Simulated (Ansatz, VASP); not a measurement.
**Cu in VASP and in Ansatz**

```
CELL_PARAMETERS angstrom
0.00000 1.81947 1.81947
1.81947 0.00000 1.81947
1.81947 1.81947 0.00000
ATOMIC_POSITIONS crystal
Cu 0.00000 0.00000 0.00000
```

Change from the starting cell: volume scaled by 1.02.

Alike in both runs: task single point; functional PBEsol; k mesh 13 × 13 × 13; occupations fermi-dirac, width 0.05 eV; no spin polarisation.

```csv
,VASP,Ansatz
version,VASP 6.6.1,Ansatz 0.2.0
potentials or method,"VASP PAW PBE potentials, release 64 (Cu), cutoff 520 eV","all-electron LAPW, scalar-relativistic"
```

VASP gave:

- gap on the k mesh at the Fermi level (eV): none
- pressure (GPa): -8.4

Task: Which values does Ansatz return?

Result: gap on the k mesh at the Fermi level (eV): none; pressure (GPa): -9.1.

VASP's potentials were made for PBE, not for PBEsol. A gap of «none» marks a metal or a gap that the smearing closes. Ansatz ran all-electron here, and VASP with PAW potentials.
